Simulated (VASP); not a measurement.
# Ba (Im-3m) in VASP: further runs

Ba is run at these levels: PBE; tasks: single point, relaxation of cell and atoms.

Program: VASP 6.6.1. These are calculated values, not measurements. Logs are shortened: lines on timing, memory, paths and dates and some standing lists are left out, and cuts for length are marked.

## 1. The cell of the first run

Symmetry: Im-3m, No. 229, cubic system. The conventional cell has a = 5.025 Å, b = 5.025 Å, c = 5.025 Å, α = 90.00°, β = 90.00°, γ = 90.00°. Ba (site symmetry m-3m) has 14 Ba at 4.35 to 5.02 Å within 5.7 Å.

## 2. Single point, PBE

File INCAR:

```
SYSTEM = Ba
  ALGO = Normal
  EDIFF = 1E-6
  ENCUT = 520
  GGA = PE
  ISIF = 2
  ISMEAR = -1
  LASPH = .TRUE.
  LCHARG = .TRUE.
  LELF = .TRUE.
  LREAL = .FALSE.
  LVHAR = .TRUE.
  LWAVE = .FALSE.
  NBANDS = 11
  NELM = 100
  PREC = Accurate
  SIGMA = 0.1
```

File KPOINTS:

```
k-points
0
G
  9 9 9
  0 0 0
```

File POSCAR:

```
Ba
1.0
   -2.5124917513      2.5124917513      2.5124917513
    2.5124917513     -2.5124917513      2.5124917513
    2.5124917513      2.5124917513     -2.5124917513
Ba
1
Direct
    0.0000000000      0.0000000000      0.0000000000
```

Potentials or basis: VASP PAW PBE potentials, release 64 (Ba_sv).

Command:

```bash
cat potpaw_PBE.64/Ba_sv/POTCAR > POTCAR
mpirun -np 1 vasp_std > vasp.out
```

OUTCAR:

```text
SYSTEM = Ba
   EDIFF = 1E-6
   ENCUT = 520
   GGA = PE
   ISIF = 2
   ISMEAR = -1
   LASPH = .TRUE.
   LREAL = .FALSE.
   NELM = 100
   PREC = Accurate

 ion  position               nearest neighbor table
   1  0.000  0.000  0.000-

  LATTYP: Found a body centered cubic cell.
 ALAT       =     5.0249835026

  Lattice vectors:

 A1 = (  -2.5124917513,   2.5124917513,   2.5124917513)
 A2 = (   2.5124917513,  -2.5124917513,   2.5124917513)
 A3 = (   2.5124917513,   2.5124917513,  -2.5124917513)

Analysis of symmetry for initial positions (statically):
=====================================================================
 Subroutine PRICEL returns:
 Original cell was already a primitive cell.

 Routine SETGRP: Setting up the symmetry group for a
 body centered cubic supercell.

 Subroutine GETGRP returns: Found 48 space group operations
 (whereof 48 operations were pure point group operations)
 out of a pool of 48 trial point group operations.

The static configuration has the point symmetry O_h .

Analysis of symmetry for dynamics (positions and initial velocities):
=====================================================================
 Subroutine PRICEL returns:
 Original cell was already a primitive cell.

 Routine SETGRP: Setting up the symmetry group for a
 body centered cubic supercell.

 Subroutine GETGRP returns: Found 48 space group operations
 (whereof 48 operations were pure point group operations)
 out of a pool of 48 trial point group operations.

The dynamic configuration has the point symmetry O_h .

 Subroutine INISYM returns: Found 48 space group operations
 (whereof 48 operations are pure point group operations),
 and found     1 'primitive' translations

----------------------------------------------------------------------------------------

                                     Primitive cell

  volume of cell :      63.4416

  direct lattice vectors                    reciprocal lattice vectors
    -2.512491751  2.512491751  2.512491751     0.000000000  0.199005628  0.199005628
     2.512491751 -2.512491751  2.512491751     0.199005628  0.000000000  0.199005628
     2.512491751  2.512491751 -2.512491751     0.199005628  0.199005628  0.000000000

  length of vectors
     4.351763367  4.351763367  4.351763367     0.281436459  0.281436459  0.281436459

  position of ions in fractional coordinates (direct lattice)
     0.000000000  0.000000000  0.000000000

  ion indices of the primitive-cell ions
   primitive index   ion index
                 1           1

----------------------------------------------------------------------------------------

 KPOINTS: k-points

Automatic generation of k-mesh.
 Grid dimensions read from file:
 generate k-points for:    9    9    9

 Generating k-lattice:

  Cartesian coordinates                     Fractional coordinates (reciprocal lattice)
     0.000000000  0.022111736  0.022111736     0.111111111  0.000000000  0.000000000
     0.022111736  0.000000000  0.022111736     0.000000000  0.111111111  0.000000000
     0.022111736  0.022111736  0.000000000     0.000000000  0.000000000  0.111111111

  Length of vectors
     0.031270718  0.031270718  0.031270718

  Shift w.r.t. Gamma in fractional coordinates (k-lattice)
     0.000000000  0.000000000  0.000000000

 Subroutine IBZKPT returns following result:
 ===========================================

 Found     35 irreducible k-points:

 Following reciprocal coordinates:
            Coordinates               Weight
  0.000000  0.000000  0.000000      1.000000
  0.111111  0.000000  0.000000     12.000000
  0.222222  0.000000  0.000000     12.000000
  0.333333  0.000000  0.000000     12.000000
  0.444444  0.000000  0.000000     12.000000
  0.111111  0.111111  0.000000     24.000000
[... 16 lines left out ...]
 -0.333333  0.444444  0.111111     48.000000
 -0.444444 -0.444444  0.111111     24.000000
 [... further k-points ...]
   k-points           NKPTS =     35   k-points in BZ     NKDIM =     35   number of bands    NBANDS=     11
   number of dos      NEDOS =    301   number of ions     NIONS =      1
   total plane-waves  NPLWV =  32768
   dimension x,y,z NGX =    32 NGY =   32 NGZ =   32
   dimension x,y,z NGXF=    64 NGYF=   64 NGZF=   64
   ions per type =               1
   NGX,Y,Z   is equivalent  to a cutoff of  12.22, 12.22, 12.22 a.u.
   NGXF,Y,Z  is equivalent  to a cutoff of  24.45, 24.45, 24.45 a.u.
 SYSTEM =  Ba
   PREC   = accura    normal or accurate (medium, high low for compatibility)
   ISTART =      0    job   : 0-new  1-cont  2-samecut
   ICHARG =      2    charge: 1-file 2-atom 10-const
   ISPIN  =      1    spin polarized calculation?
   LNONCOLLINEAR =      F non collinear calculations
   LSORBIT =      F    spin-orbit coupling
   LASPH  =      T    aspherical Exc in radial PAW
   ENCUT  =  520.0 eV  38.22 Ry    6.18 a.u.   8.09  8.09  8.09*2*pi/ulx,y,z
   NELM   =    100;   NELMIN=  2; NELMDL= -5     # of ELM steps
   EDIFF  = 0.1E-05   stopping-criterion for ELM
   LREAL  =      F    real-space projection
   EDIFFG = 0.1E-04   stopping-criterion for IOM
   NSW    =      0    number of steps for IOM
   IBRION =     -1    ionic relax: 0-MD 1-quasi-New 2-CG
   NFREE  =      0    steps in history (QN), initial steepest desc. (CG)
   ISIF   =      2    stress and relaxation
   ISYM   =      2    0-nonsym 1-usesym 2-fastsym
   POTIM  = 0.5000    time-step for ionic-motion
   TEBEG  =    0.0;   TEEND  =   0.0 temperature during run
   PSTRESS=    0.0 pullay stress
   NELECT =      10.0000    total number of electrons
   NUPDOWN=      -1.0000    fix difference up-down
   EMIN   =  10.00;   EMAX   =-10.00  energy-range for DOS
   EFERMI =   0.00;   METHOD = LEGACY
   ISMEAR =    -1;   SIGMA  =   0.10  broadening in eV -4-tet -1-fermi 0-gaus
   EFERMI_NEDOS =   21; number of points for ismear=-14 and -15
   IALGO  =     38    algorithm
   IMIX   =      4    mixing-type and parameters
     AMIX     =   0.40;   BMIX     =  1.00
     AMIX_MAG =   1.60;   BMIX_MAG =  1.00
  volume/ion in A,a.u.               =      63.44       428.12
  Fermi-wavevector in a.u.,A,eV,Ry     =   0.884335  1.671151 10.640416  0.782049
  Thomas-Fermi vector in A             =   2.005221
   LORBIT       =      0    0 simple, 1 ext, 2 COOP (PROOUT), +10 PAW based schemes
   GGA     = PE    functional components
   LHFCALC =     F    Hartree Fock is set to
   AEXX    =    0.0000 exact exchange contribution
   IVDW    =     0    specifies the selected vdW correction
   LEPSILON=     F    determine dielectric tensor
   LRPA    =     F    only Hartree local field effects (RPA)
 non-spin polarized calculation
  energy-cutoff  :      520.00
  volume of cell :       63.44
 maximum number of plane-waves:      1730
   NGX = 17   NGY = 17   NGZ = 17

 number of electron      10.0000000 magnetization

 Free energy of the ion-electron system (eV)
  ---------------------------------------------------
  ext. energy  EPLUGINS =         0.00000000
  ---------------------------------------------------
  free energy    TOTEN  =        -1.92869720 eV

  energy without entropy =       -1.88402908  energy(sigma->0) =       -1.90636314

 E-fermi :   1.6415     XC(G=0):  -7.3861

 val. band max:        1.5206211063   @ k =  -0.4444  -0.4444   0.2222
 cond. band min:       1.6710057115   @ k =  -0.3333   0.3333   0.3333
 fundamental gap:      0.1503846051
 Fermi energy:         1.6414851195

 k-point     1 :       0.0000    0.0000    0.0000
  band No.  band energies     occupation
      1     -27.2702      2.00000
      2     -12.2240      2.00000
      3     -12.2240      2.00000
      4     -12.2240      2.00000
      5      -1.1231      2.00000
      6       3.4473      0.00000
      7       3.4473      0.00000
      8       3.4473      0.00000
      9       4.8391      0.00000
     10       4.8391      0.00000
     11       8.5382      0.00000

 k-point     2 :       0.1111    0.0000    0.0000
  band No.  band energies     occupation
      1     -27.2653      2.00000
      2     -12.2802      2.00000
      3     -12.2414      2.00000
      4     -12.2243      2.00000
      5      -0.8965      2.00000
      6       3.2666      0.00000
      7       3.3335      0.00000
      8       3.6800      0.00000
      9       4.5885      0.00000
     10       4.8278      0.00000
     11       8.7847      0.00000

 k-point     3 :       0.2222    0.0000    0.0000
  band No.  band energies     occupation
      1     -27.2529      2.00000
      2     -12.4180      2.00000
      3     -12.2848      2.00000
      4     -12.2252      2.00000
      5      -0.2985      2.00000
      6       2.8861      0.00001
      7       2.8956      0.00001
      8       4.3572      0.00000
      9       4.5476      0.00000
     10       4.8670      0.00000
     11       8.9748      0.00000

 k-point     4 :       0.3333    0.0000    0.0000
  band No.  band energies     occupation
      1     -27.2387      2.00000
      2     -12.5672      2.00000
      3     -12.3333      2.00000
      4     -12.2262      2.00000
      5       0.3829      1.99999
      6       2.5379      0.00026
      7       2.5833      0.00016
      8       4.7739      0.00000
      9       5.0522      0.00000
     10       5.4039      0.00000
     11       8.1676      0.00000
[... 239 lines left out ...]
 k-point    22 :      -0.4444    0.4444    0.1111
  band No.  band energies     occupation
      1     -27.2258      2.00000
      2     -12.6459      2.00000
      3     -12.3845      2.00000
      4     -12.2652      2.00000
      5       0.9150      1.99860
      6       2.4876      0.00042
      7       2.5683      0.00019
      8       4.1964      0.00000
      9       5.5301      0.00000
     10       6.4804      0.00000
     11       7.9512      0.00000

 k-point    23 :      -0.3333    0.4444    0.1111
  band No.  band energies     occupation
      1     -27.2250      2.00000
      2     -12.5938      2.00000
      3     -12.4140      2.00000
      4     -12.2960      2.00000
      5       1.1067      1.99052
      6       2.1253      0.01572
      7       2.7785      0.00002
      8       4.1035      0.00000
      9       5.2029      0.00000
     10       6.1800      0.00000
     11       8.0293      0.00000

 k-point    24 :      -0.4444   -0.4444    0.1111
  band No.  band energies     occupation
      1     -27.2206      2.00000
      2     -12.6273      2.00000
      3     -12.4372      2.00000
      4     -12.2957      2.00000
      5       1.2671      1.95378
      6       2.2346      0.00530
      7       2.5704      0.00018
      8       4.0773      0.00000
      9       5.5717      0.00000
     10       7.0174      0.00000
     11       7.4002      0.00000

 [... further k-points ...]

------------------------ aborting loop because EDIFF is reached ----------------------------------------

  FORCE on cell =-STRESS in cart. coord.  units (eV):
  Direction    XX          YY          ZZ          XY          YZ          ZX
  --------------------------------------------------------------------------------------
  -------------------------------------------------------------------------------------
  Total        0.0200365      0.0200365      0.0200365      0.0000000      0.0000000     -0.0000000
  in kB        0.5060096      0.5060096      0.5060096      0.0000000      0.0000000     -0.0000000
  external PRESSURE =       0.5060096 kB  Pullay stress =       0.0000000 kB

 VOLUME and BASIS-vectors are now :
 -----------------------------------------------------------------------------
  energy-cutoff  :      520.00
  volume of cell :       63.44
      direct lattice vectors                 reciprocal lattice vectors
    -2.512491751  2.512491751  2.512491751     0.000000000  0.199005628  0.199005628
     2.512491751 -2.512491751  2.512491751     0.199005628  0.000000000  0.199005628
     2.512491751  2.512491751 -2.512491751     0.199005628  0.199005628  0.000000000

 POSITION                                       TOTAL-FORCE (eV/Angst)
 -----------------------------------------------------------------------------------
      0.00000      0.00000      0.00000         0.000000      0.000000      0.000000
 -----------------------------------------------------------------------------------
    total drift:                                0.000000      0.000000      0.000000

  FREE ENERGIE OF THE ION-ELECTRON SYSTEM (eV)
  ---------------------------------------------------
  free  energy   TOTEN  =        -1.9286972034 eV

  energy  without entropy=       -1.8840290822  energy(sigma->0) =       -1.90636314
```

It took 21 s on 1 thread of Intel Xeon Platinum 8259CL at 2.50GHz (Skylake/Cascade Lake), shared host; peak memory 0.18 GiB.

Results:

```
Free energy            : -1.9287 eV
Pressure               : 0.1 GPa
Band gap on the k mesh : zero (band 5 reaches 2.07 eV, above the bottom of band 6 at 1.16 eV)
```

Caveat: spin-orbit coupling is left out, which moves the levels of the heavy elements.

## 3. Relaxation of cell and atoms, PBE

This run uses another cell than the first one, of 62.50 Å³/atom, 0.985 times its volume.

File INCAR:

```
SYSTEM = Ba
  PREC = Accurate
  ENCUT = 600
  EDIFF = 1E-6
  ISMEAR = -1
  SIGMA = 0.1
  LREAL = .False.
  LASPH = .True.
  NELM = 60
  ALGO = Normal
  ISIF = 3
  LWAVE = .False.
  LCHARG = .False.
  GGA = PE
  IBRION = 2
  NSW = 80
  EDIFFG = -0.01
```

File KPOINTS:

```
regular mesh
0
Gamma
  9 9 9
  0 0 0
```

File POSCAR:

```
Ba
1.0
   -2.5000000000      2.5000000000      2.5000000000
    2.5000000000     -2.5000000000      2.5000000000
    2.5000000000      2.5000000000     -2.5000000000
Ba
1
Direct
    0.0000000000      0.0000000000      0.0000000000
```

Potentials or basis: VASP PAW PBE potentials, release 64 (Ba_sv).

Command:

```bash
cat potpaw_PBE.64/Ba_sv/POTCAR > POTCAR
mpirun -np 1 vasp_std > vasp.out
```

Run time: 48 s. Hardware: 1 thread of Intel Xeon Platinum 8259CL at 2.50GHz (Skylake/Cascade Lake), shared host; peak memory 0.21 GiB.

Results (log left out):

| Item | Value |
| --- | --- |
| Free energy | -1.9288 eV |
| Relaxed volume | 63.93 Å³/atom |
| Relaxed cell | a = 4.363 Å, b = 4.363 Å, c = 4.363 Å, α = 109.47°, β = 109.47°, γ = 109.47° |
| Space group after relaxing (to 0.05 Å) | Im-3m (No. 229) |
| Energy gained by relaxing | 0.7 meV/atom |
| Ionic steps | 3 |
| Pressure after relaxing | 0.0 GPa |
| Band gap on the k mesh | zero (band 5 reaches 2.04 eV, above the bottom of band 6 at 1.15 eV) |

Step by step:
| step | energy change (eV) | largest force (eV/Å) | pressure (GPa) | volume (Å³) |
| --- | --- | --- | --- | --- |
| 1 | 0.0000 | 0.0000 | 0.18 | 62.50 |
| 2 | -0.0006 | 0.0000 | 0.10 | 63.15 |
| 3 | -0.0007 | 0.0000 | -0.01 | 63.93 |

Final structure:
```yaml
crystal:
  lattice:
    - [-2.51896, 2.51896, 2.51896]
    - [2.51896, -2.51896, 2.51896]
    - [2.51896, 2.51896, -2.51896]
  atoms:
    - { symbol: Ba, position: [0.00000, 0.00000, 0.00000] }
```

Levels at points of the mesh, in eV from the Fermi level:
```csv
k point,band 1,band 2,band 3,band 4,band 5,band 6,band 7,band 8,band 9
"(0.00, 0.00, 0.00)",-28.93,-13.88,-13.88,-13.88,-2.76,1.80,1.80,1.80,3.18
```

Caveat: spin-orbit coupling is left out, which moves the levels of the heavy elements.

## 4. Single point, PBE (volume scaled by 0.88)

File INCAR:

```
SYSTEM = Ba
  PREC = Accurate
  ENCUT = 520
  EDIFF = 1E-6
  ISMEAR = -1
  SIGMA = 0.1
  LREAL = .False.
  LASPH = .True.
  NELM = 60
  ALGO = Normal
  ISIF = 2
  LWAVE = .False.
  LCHARG = .False.
  GGA = PE
  NBANDS = 11
```

File KPOINTS:

```
Automatic mesh
0
Gamma
  15 15 15
  0 0 0
```

File POSCAR:

```
Ba
1.0
   -2.4076805736      2.4076805736      2.4076805736
    2.4076805736     -2.4076805736      2.4076805736
    2.4076805736      2.4076805736     -2.4076805736
Ba
1
Direct
    0.0000000000      0.0000000000      0.0000000000
```

Command:

```bash
cat potpaw_PBE.64/Ba_sv/POTCAR > POTCAR
mpirun -np 1 vasp_std > vasp.out
```

Run time: 35 s. Hardware: 1 thread of Intel Xeon Platinum 8259CL at 2.50GHz (Skylake/Cascade Lake), shared host; peak memory 0.22 GiB.

The run converged. Its results:

| Property | Result |
| --- | --- |
| Free energy | -1.8969 eV |
| Pressure | 1.4 GPa |
| Band gap on the k mesh | zero (band 5 reaches 2.57 eV, above the bottom of band 6 at 1.38 eV) |

Levels at points of the mesh, in eV from the Fermi level:
| k point | band 1 | band 2 | band 3 | band 4 | band 5 | band 6 | band 7 | band 8 | band 9 | band 10 |
| --- | --- | --- | --- | --- | --- | --- | --- | --- | --- | --- |
| (0.00, 0.00, 0.00) | -28.70 | -13.57 | -13.57 | -13.57 | -2.81 | 1.95 | 1.95 | 1.95 | 3.52 | 3.52 |

Caveat: the cell differs from its parent crystal (volume scaled by 0.88); spin-orbit coupling is left out, which moves the levels of the heavy elements.

## 5. Single point, PBE (volume scaled by 0.92)

File INCAR:

```
ALGO = Normal ; EDIFF = 1E-6
ENCUT = 520 ; GGA = PE
ISIF = 2 ; ISMEAR = -1
LASPH = True ; LCHARG = False
LREAL = False ; LWAVE = False
NBANDS = 11 ; NELM = 100
PREC = Accurate ; SIGMA = 0.1
```

File KPOINTS:

```
k-points
0
Gamma
  15 15 15
```

File POSCAR:

```
Ba
1.0
   -2.4436214033      2.4436214033      2.4436214033
    2.4436214033     -2.4436214033      2.4436214033
    2.4436214033      2.4436214033     -2.4436214033
Ba
1
Direct
    0.0000000000      0.0000000000      0.0000000000
```

Command:

```bash
cat potpaw_PBE.64/Ba_sv/POTCAR > POTCAR
mpirun -np 1 vasp_std > vasp.out
```

Wall time 34 s (1 thread of Intel Xeon Platinum 8259CL at 2.50GHz (Skylake/Cascade Lake), shared host); peak memory 0.22 GiB.

The run converged. Its results:

| Quantity | Value |
| --- | --- |
| Free energy | -1.9150 eV |
| Pressure | 0.9 GPa |
| Band gap on the k mesh | zero (band 5 reaches 2.38 eV, above the bottom of band 6 at 1.29 eV) |

Levels at points of the mesh, in eV from the Fermi level:
| k point | band 2 | band 3 | band 4 | band 5 | band 6 | band 7 | band 8 | band 9 |
| --- | --- | --- | --- | --- | --- | --- | --- | --- |
| (0.00, 0.00, 0.00) | -13.67 | -13.67 | -13.67 | -2.80 | 1.90 | 1.90 | 1.90 | 3.41 |

Caveat: the cell differs from its parent crystal (volume scaled by 0.92); spin-orbit coupling is left out, which moves the levels of the heavy elements.

## 6. The runs side by side

```csv
task,cell,k mesh,cutoff (eV),gap on the mesh (eV),pressure (GPa)
single point,"a = 4.352 Å, angles 109.5°, 1 atom",9 × 9 × 9,520,none,0.1
relaxation of cell and atoms,"relaxed from a = 4.330 Å, angles 109.5°, 1 atom",9 × 9 × 9,600,none,0.0
single point,"a = 4.170 Å, angles 109.5°, 1 atom",15 × 15 × 15,520,none,1.4
single point,"a = 4.232 Å, angles 109.5°, 1 atom",15 × 15 × 15,520,none,0.9
```

Alike in all rows: level PBE; potentials or basis VASP PAW PBE potentials, release 64 (Ba_sv); no spin polarisation; smearing fermi-dirac 0.1 eV.

Caveats: spin-orbit coupling is left out, which moves the levels of the heavy elements.

Total energies depend on the potentials used, so only differences within one code and one set of settings carry meaning.
